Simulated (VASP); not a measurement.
# Cd (Im-3m) in VASP: single point with PBEsol

Aim: the single point of Cd with PBEsol.

Everything below comes from runs of VASP 6.6.1. Logs are shortened: lines on timing, memory, paths and dates and some standing lists are left out, and cuts for length are marked.

## (1) The cell of the first run

Symmetry: Im-3m, No. 229, cubic system. Conventional cell: a = 3.569 Å, b = 3.569 Å, c = 3.569 Å, α = 90.00°, β = 90.00°, γ = 90.00°. Within 4.1 Å of Cd (site symmetry m-3m) lie 14 Cd at 3.09 to 3.57 Å.

## (2) Single point, PBEsol

INCAR

```
SYSTEM = Cd
ALGO     = Normal         ! electronic algorithm
EDIFF    = 1E-6           ! SCF threshold, eV
ENCUT    = 500            ! plane-wave cutoff, eV
GGA      = PS             ! functional
GGA_COMPAT= .False.      
ISIF     = 2              ! what is computed and relaxed
ISMEAR   = 1              ! smearing method
LASPH    = .True.         ! aspherical terms in the spheres
LCHARG   = .True.         ! write CHGCAR
LELF     = .True.         ! ELF
LREAL    = .False.        ! projectors in reciprocal space
LVHAR    = .True.       
LWAVE    = .False.        ! write WAVECAR
NBANDS   = 12             ! bands
NELM     = 120            ! most SCF steps
PREC     = Accurate       ! precision mode
SIGMA    = 0.15           ! smearing width, eV
```

KPOINTS

```
k-points
0
Gamma
  10 10 10
  0 0 0
```

POSCAR

```
Cd
1.0
   -1.7843220000      1.7843220000      1.7843220000
    1.7843220000     -1.7843220000      1.7843220000
    1.7843220000      1.7843220000     -1.7843220000
Cd
1
Direct
    0.0000000000      0.0000000000      0.0000000000
```

Potentials or basis: VASP PAW PBE potentials, release 64 (Cd).

Command:

```
> cat potpaw_PBE.64/Cd/POTCAR > POTCAR
> mpirun -np 1 vasp_std > vasp.out
```

OUTCAR:

```text
SYSTEM = Cd
   EDIFF = 1E-6
   ENCUT = 500
   GGA = PS
   ISIF = 2
   ISMEAR = 1
   LASPH = .True.
   LREAL = .False.
   NELM = 120
   PREC = Accurate

 ion  position               nearest neighbor table
   1  0.000  0.000  0.000-

  LATTYP: Found a body centered cubic cell.
 ALAT       =     3.5686440000

  Lattice vectors:

 A1 = (  -1.7843220000,   1.7843220000,   1.7843220000)
 A2 = (   1.7843220000,  -1.7843220000,   1.7843220000)
 A3 = (   1.7843220000,   1.7843220000,  -1.7843220000)

Analysis of symmetry for initial positions (statically):
=====================================================================
 Subroutine PRICEL returns:
 Original cell was already a primitive cell.

 Routine SETGRP: Setting up the symmetry group for a
 body centered cubic supercell.

 Subroutine GETGRP returns: Found 48 space group operations
 (whereof 48 operations were pure point group operations)
 out of a pool of 48 trial point group operations.

The static configuration has the point symmetry O_h .

Analysis of symmetry for dynamics (positions and initial velocities):
=====================================================================
 Subroutine PRICEL returns:
 Original cell was already a primitive cell.

 Routine SETGRP: Setting up the symmetry group for a
 body centered cubic supercell.

 Subroutine GETGRP returns: Found 48 space group operations
 (whereof 48 operations were pure point group operations)
 out of a pool of 48 trial point group operations.

The dynamic configuration has the point symmetry O_h .

 Subroutine INISYM returns: Found 48 space group operations
 (whereof 48 operations are pure point group operations),
 and found     1 'primitive' translations

----------------------------------------------------------------------------------------

                                     Primitive cell

  volume of cell :      22.7237

  direct lattice vectors                    reciprocal lattice vectors
    -1.784322000  1.784322000  1.784322000     0.000000000  0.280218481  0.280218481
     1.784322000 -1.784322000  1.784322000     0.280218481  0.000000000  0.280218481
     1.784322000  1.784322000 -1.784322000     0.280218481  0.280218481  0.000000000

  length of vectors
     3.090536361  3.090536361  3.090536361     0.396288776  0.396288776  0.396288776

  position of ions in fractional coordinates (direct lattice)
     0.000000000  0.000000000  0.000000000

  ion indices of the primitive-cell ions
   primitive index   ion index
                 1           1

----------------------------------------------------------------------------------------

 KPOINTS: k-points

Automatic generation of k-mesh.
 Grid dimensions read from file:
 generate k-points for:   10   10   10

 Generating k-lattice:

  Cartesian coordinates                     Fractional coordinates (reciprocal lattice)
     0.000000000  0.028021848  0.028021848     0.100000000  0.000000000  0.000000000
     0.028021848  0.000000000  0.028021848     0.000000000  0.100000000  0.000000000
     0.028021848  0.028021848  0.000000000     0.000000000  0.000000000  0.100000000

  Length of vectors
     0.039628878  0.039628878  0.039628878

  Shift w.r.t. Gamma in fractional coordinates (k-lattice)
     0.000000000  0.000000000  0.000000000

 Subroutine IBZKPT returns following result:
 ===========================================

 Found     47 irreducible k-points:

 Following reciprocal coordinates:
            Coordinates               Weight
  0.000000  0.000000  0.000000      1.000000
  0.100000  0.000000  0.000000     12.000000
  0.200000  0.000000  0.000000     12.000000
  0.300000  0.000000  0.000000     12.000000
  0.400000  0.000000  0.000000     12.000000
  0.500000  0.000000  0.000000      6.000000
[... 16 lines left out ...]
  0.300000  0.300000  0.100000      8.000000
 -0.300000  0.300000  0.100000     24.000000
 [... further k-points ...]
   k-points           NKPTS =     47   k-points in BZ     NKDIM =     47   number of bands    NBANDS=     12
   number of dos      NEDOS =    301   number of ions     NIONS =      1
   total plane-waves  NPLWV =  13824
   dimension x,y,z NGX =    24 NGY =   24 NGZ =   24
   dimension x,y,z NGXF=    48 NGYF=   48 NGZF=   48
   ions per type =               1
   NGX,Y,Z   is equivalent  to a cutoff of  12.91, 12.91, 12.91 a.u.
   NGXF,Y,Z  is equivalent  to a cutoff of  25.82, 25.82, 25.82 a.u.
 SYSTEM =  Cd
   PREC   = accura    normal or accurate (medium, high low for compatibility)
   ISTART =      0    job   : 0-new  1-cont  2-samecut
   ICHARG =      2    charge: 1-file 2-atom 10-const
   ISPIN  =      1    spin polarized calculation?
   LNONCOLLINEAR =      F non collinear calculations
   LSORBIT =      F    spin-orbit coupling
   LASPH  =      T    aspherical Exc in radial PAW
   ENCUT  =  500.0 eV  36.75 Ry    6.06 a.u.   5.63  5.63  5.63*2*pi/ulx,y,z
   NELM   =    120;   NELMIN=  2; NELMDL= -5     # of ELM steps
   EDIFF  = 0.1E-05   stopping-criterion for ELM
   LREAL  =      F    real-space projection
[... 7 lines left out ...]
   TEBEG  =    0.0;   TEEND  =   0.0 temperature during run
   PSTRESS=    0.0 pullay stress
   NELECT =      12.0000    total number of electrons
   NUPDOWN=      -1.0000    fix difference up-down
   EMIN   =  10.00;   EMAX   =-10.00  energy-range for DOS
   EFERMI =   0.00;   METHOD = LEGACY
   ISMEAR =     1;   SIGMA  =   0.15  broadening in eV -4-tet -1-fermi 0-gaus
   EFERMI_NEDOS =   21; number of points for ismear=-14 and -15
   IALGO  =     38    algorithm
   IMIX   =      4    mixing-type and parameters
     AMIX     =   0.40;   BMIX     =  1.00
     AMIX_MAG =   1.60;   BMIX_MAG =  1.00
  volume/ion in A,a.u.               =      22.72       153.35
  Fermi-wavevector in a.u.,A,eV,Ry     =   1.323250  2.500581 23.823686  1.750992
  Thomas-Fermi vector in A             =   2.452872
   LORBIT       =      0    0 simple, 1 ext, 2 COOP (PROOUT), +10 PAW based schemes
   GGA     = PS    functional components
   LHFCALC =     F    Hartree Fock is set to
   AEXX    =    0.0000 exact exchange contribution
   IVDW    =     0    specifies the selected vdW correction
   LEPSILON=     F    determine dielectric tensor
   LRPA    =     F    only Hartree local field effects (RPA)
 non-spin polarized calculation
 Methfessel and Paxton  Order N= 1 SIGMA  =   0.15
  energy-cutoff  :      500.00
  volume of cell :       22.72
 maximum number of plane-waves:       603
   NGX = 11   NGY = 11   NGZ = 11

 number of electron      12.0000006 magnetization

 Free energy of the ion-electron system (eV)
  ---------------------------------------------------
  ext. energy  EPLUGINS =         0.00000000
  ---------------------------------------------------
  free energy    TOTEN  =        -1.11900472 eV

  energy without entropy =       -1.11638534  energy(sigma->0) =       -1.11813159

 E-fermi :   2.5549     XC(G=0): -10.9522

 val. band max:        2.5476325217   @ k =  -0.4000   0.4000   0.4000
 cond. band min:       2.6264398560   @ k =   0.4000   0.1000  -0.0000
 fundamental gap:      0.0788073343
 Fermi energy:         2.5548631511

 k-point     1 :       0.0000    0.0000    0.0000
  band No.  band energies     occupation
      1      -6.6658      2.00000
      2      -6.6658      2.00000
      3      -6.6658      2.00000
      4      -6.1499      2.00000
      5      -6.0584      2.00000
      6      -6.0584      2.00000
      7      17.7613      0.00000
      8      17.7613      0.00000
      9      17.7613      0.00000
     10      18.2457      0.00000
     11      18.2457      0.00000
     12      18.2457      0.00000

 k-point     2 :       0.1000    0.0000    0.0000
  band No.  band energies     occupation
      1      -6.6956      2.00000
      2      -6.6630      2.00000
      3      -6.5777      2.00000
      4      -6.0954      2.00000
      5      -6.0572      2.00000
      6      -5.8702      2.00000
      7      15.0822      0.00000
      8      16.6871      0.00000
      9      16.8855      0.00000
     10      17.3914      0.00000
     11      17.5964      0.00000
     12      18.2639      0.00000

 k-point     3 :       0.2000    0.0000    0.0000
  band No.  band energies     occupation
      1      -6.7730      2.00000
      2      -6.7203      2.00000
      3      -6.3392      2.00000
      4      -6.1444      2.00000
      5      -6.0529      2.00000
      6      -5.0115      2.00000
      7      11.1058      0.00000
      8      14.8493      0.00000
      9      14.8953      0.00000
     10      16.7536      0.00000
     11      16.9972      0.00000
     12      19.2027      0.00000

 k-point     4 :       0.3000    0.0000    0.0000
  band No.  band energies     occupation
      1      -6.8672      2.00000
      2      -6.8624      2.00000
      3      -6.1399      2.00000
      4      -6.0455      2.00000
      5      -6.0266      2.00000
      6      -3.5800      2.00000
      7       7.3412      0.00000
      8      13.1201      0.00000
      9      13.4888      0.00000
     10      16.2399      0.00000
     11      16.6052      0.00000
     12      20.7304      0.00000

 k-point     5 :       0.4000    0.0000    0.0000
  band No.  band energies     occupation
      1      -7.0043      2.00000
      2      -6.9423      2.00000
      3      -6.1067      2.00000
      4      -6.0378      2.00000
      5      -5.7569      2.00000
      6      -1.6168      2.00000
      7       3.9565     -0.00000
      8      11.9674      0.00000
      9      12.6076      0.00000
     10      15.9302      0.00000
     11      16.4255      0.00000
     12      22.7210      0.00000
[... 228 lines left out ...]
      1      -6.9076      2.00000
      2      -6.7148      2.00000
      3      -6.2127      2.00000
      4      -6.0571      2.00000
      5      -6.0092      2.00000
      6       0.9801      2.00000
      7       3.5739     -0.00000
      8       6.2334      0.00000
      9       8.8285      0.00000
     10      20.7933      0.00000
     11      22.9719      0.00000
     12      23.4792      0.00000

 k-point    22 :      -0.2000    0.2000    0.1000
  band No.  band energies     occupation
      1      -6.6858      2.00000
      2      -6.6458      2.00000
      3      -6.3574      2.00000
      4      -6.2412      2.00000
      5      -6.1150      2.00000
      6      -4.7015      2.00000
      7      11.3189      0.00000
      8      13.4256      0.00000
      9      13.8610      0.00000
     10      15.9428      0.00000
     11      18.4083      0.00000
     12      18.7235      0.00000

 k-point    23 :       0.3000    0.3000    0.1000
  band No.  band energies     occupation
      1      -6.9043      2.00000
      2      -6.4691      2.00000
      3      -6.4691      2.00000
      4      -6.0285      2.00000
      5      -6.0285      2.00000
      6       2.9186     -0.00322
      7       3.6004     -0.00000
      8       3.6004     -0.00000
      9       8.5713      0.00000
     10      22.1589      0.00000
     11      22.1589      0.00000
     12      24.9552      0.00000

 k-point    24 :      -0.3000    0.3000    0.1000
  band No.  band energies     occupation
      1      -6.7807      2.00000
      2      -6.7729      2.00000
      3      -6.2513      2.00000
      4      -6.1095      2.00000
      5      -6.0418      2.00000
      6      -3.2809      2.00000
      7       7.5725      0.00000
      8      11.9078      0.00000
      9      12.6987      0.00000
     10      16.8006      0.00000
     11      17.7487      0.00000
     12      18.6674      0.00000

 [... further k-points ...]
[... 5 lines left out ...]
  --------------------------------------------------------------------------------------
  -------------------------------------------------------------------------------------
  Total       -0.3639098     -0.3639098     -0.3639098     -0.0000000      0.0000000     -0.0000000
  in kB      -25.6581059    -25.6581059    -25.6581059     -0.0000000      0.0000000     -0.0000000
  external PRESSURE =     -25.6581059 kB  Pullay stress =       0.0000000 kB

 VOLUME and BASIS-vectors are now :
 -----------------------------------------------------------------------------
  energy-cutoff  :      500.00
  volume of cell :       22.72
      direct lattice vectors                 reciprocal lattice vectors
    -1.784322000  1.784322000  1.784322000     0.000000000  0.280218481  0.280218481
     1.784322000 -1.784322000  1.784322000     0.280218481  0.000000000  0.280218481
     1.784322000  1.784322000 -1.784322000     0.280218481  0.280218481  0.000000000

 POSITION                                       TOTAL-FORCE (eV/Angst)
 -----------------------------------------------------------------------------------
      0.00000      0.00000      0.00000        -0.000000      0.000000      0.000000
 -----------------------------------------------------------------------------------
    total drift:                                0.000000      0.000000     -0.000000

  FREE ENERGIE OF THE ION-ELECTRON SYSTEM (eV)
  ---------------------------------------------------
  free  energy   TOTEN  =        -1.1190047184 eV

  energy  without entropy=       -1.1163853431  energy(sigma->0) =       -1.11813159
```

Run time: 19 s. Hardware: 1 thread of Intel Xeon 8259CL, shared host; peak memory 0.14 GiB.

Results:

* Free energy: -1.1190 eV
* Pressure: -2.6 GPa
* Band gap on the k mesh: zero (band 6 reaches 5.81 eV, above the bottom of band 7 at 1.44 eV)

Caveat: the PAW data sets were made with another functional, which shifts forces and pressure a little.
